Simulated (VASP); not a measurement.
Set up this calculation in VASP 6.6.1, as the native input.

| Item | Value |
| --- | --- |
| Task | single point |
| Functional | PBE |
| Dispersion | D3(BJ) |
| Potentials or basis | VASP PAW PBE potentials, release 64 (Ga_d, O) |
| Cutoff | 600 eV |
| k mesh | 12 × 12 × 4 |
| Occupations | gaussian, width 0.02 eV |
| Spin | no spin polarisation |
| Dipole correction | no |
| Further INCAR settings | ALGO = Normal; EDIFF = 1e-06; NBANDS = 30 |

The structure of Ga2O3 lies in POSCAR:

```
Ga2O3
1.0
    3.0160931103      0.0000000000      0.0000000000
   -1.5080465552      2.6120132537      0.0000000000
    0.0000000000      0.0000000000      6.8041241678
Ga O
2 3
Direct
    0.3333333333      0.6666666667      0.7932964212
    0.6666666667      0.3333333333      0.2067035788
    0.6666666667      0.3333333333      0.6857044410
    0.0000000000      0.0000000000      0.0000000000
    0.3333333333      0.6666666667      0.3142955590
```

These files were run (other wordings do the same):

INCAR

```
SYSTEM = Ga2O3
PREC = Accurate
ENCUT = 600
EDIFF = 1E-6
ISMEAR = 0
SIGMA = 0.02
LREAL = .FALSE.
LASPH = .TRUE.
NELM = 120
ALGO = Normal
ISIF = 2
LWAVE = .FALSE.
LCHARG = .TRUE.
GGA = PE
IVDW = 12
LELF = .TRUE.
LVHAR = .TRUE.
NBANDS = 30
GGA_COMPAT = .FALSE.
```

KPOINTS

```
Automatic mesh
0
G
  12 12 4
  0 0 0
```

Potentials or basis: VASP PAW PBE potentials, release 64 (Ga_d, O).

Launch:

```bash
$ cat potpaw_PBE.64/Ga_d/POTCAR potpaw_PBE.64/O/POTCAR > POTCAR
$ mpirun -np 1 vasp_std > vasp.out
```

It gave:

The pressure is 0.5 GPa, the largest force is 0.032 eV/Å and the band gap on the k mesh is 2.19 eV, direct. The dispersion energy per atom is -0.194 eV.

Wall time 50 s on 1 thread of Intel(R) Xeon(R) 6975P-C (Granite Rapids), on a shared host, peak memory 0.26 GiB.
